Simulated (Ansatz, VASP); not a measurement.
**Two plane-wave programs on Te2Mo**

INCAR

```
SYSTEM = Te2Mo
  ALGO = Normal
  DIPOL = 0.5 0.5 0.399
  EDIFF = 1E-6
  ENCUT = 520
  GGA = PE
  IDIPOL = 3
  ISIF = 2
  ISMEAR = 0
  IVDW = 12
  LASPH = .TRUE.
  LCHARG = .TRUE.
  LDIPOL = .TRUE.
  LELF = .TRUE.
  LREAL = .FALSE.
  LVACPOTAV = .TRUE.
  LVHAR = .TRUE.
  LWAVE = .FALSE.
  NBANDS = 35
  NELM = 60
  PREC = Accurate
  SIGMA = 0.05
```

The input KPOINTS:

```
k-points
0
G
  9 9 1
  0 0 0
```

POSCAR

```
Te2Mo
1.0
    3.5038814672      0.0000000000      0.0000000000
   -1.7519407336      3.0344503624      0.0000000000
    0.0000000000      0.0000000000     24.7677196825
Te Mo
4 2
Direct
    0.3333333333      0.6666666667      0.1816881028
    0.3333333333      0.6666666667      0.3284056807
    0.5000000000      1.0000000000      0.4689111469
    0.5000000000      1.0000000000      0.6156287247
    0.6666666667      0.3333333333      0.2550468917
    0.8333333333      0.6666666667      0.5422699358
```

Input for Ansatz:

```yaml
crystal:
  lattice:
    - [3.5038814672, 0.0, 0.0]
    - [-1.7519407336, 3.0344503624, 0.0]
    - [0.0, 0.0, 24.7677196825]
  atoms:
    - { symbol: Te, position: [0.3333333333, 0.6666666667, 0.1816881028] }
    - { symbol: Mo, position: [0.6666666667, 0.3333333333, 0.2550468917] }
    - { symbol: Te, position: [0.3333333333, 0.6666666667, 0.3284056807] }
    - { symbol: Te, position: [0.5, 1.0, 0.4689111469] }
    - { symbol: Mo, position: [0.8333333333, 0.6666666667, 0.5422699358] }
    - { symbol: Te, position: [0.5, 1.0, 0.6156287247] }
basis:
  ecutwfc: 420
kpoints:
  mp_grid: { grid: [9, 9, 1] }
hamiltonian:
  xc: pbe
  pseudopotentials: { kind: paw, azcp: { folder: soft_1 } }
  dispersion: d3bj
scf:
  occupations: { method: gaussian, width: 0.05 }
output:
  forces: true
  eigenvalues: true
efield:
  axis: 3
  dipole_correction: true
  ramp_width: 0.04
```

Alike in both runs: task single point; functional PBE; dispersion D3(BJ); k mesh 9 × 9 × 1; occupations gaussian, width 0.05 eV; no spin polarisation.

|  | VASP | Ansatz |
| --- | --- | --- |
| version | VASP 6.6.1 | Ansatz 0.2.0 |
| potentials or method | VASP PAW PBE potentials, release 64 (Te, Mo_sv), cutoff 520 eV | scalar-relativistic, plane waves, PAW |
| valence electrons in the cell | 52 | 92 |

|  | VASP | Ansatz | Ansatz less VASP |
| --- | --- | --- | --- |
| gap on the k mesh at the Fermi level (eV) | 1.07 | 1.06 | -0.004 |
| least direct gap on the mesh (eV) | 1.14 | 1.14 | 0.000 |
| rms of the force components (eV/Å) | 0.066 | 0.069 | +0.0033 |

VASP's potentials hold 52 valence electrons a cell and Ansatz's 92, so a difference there can come from the potentials and not from the codes.

Spin-orbit coupling is off throughout.
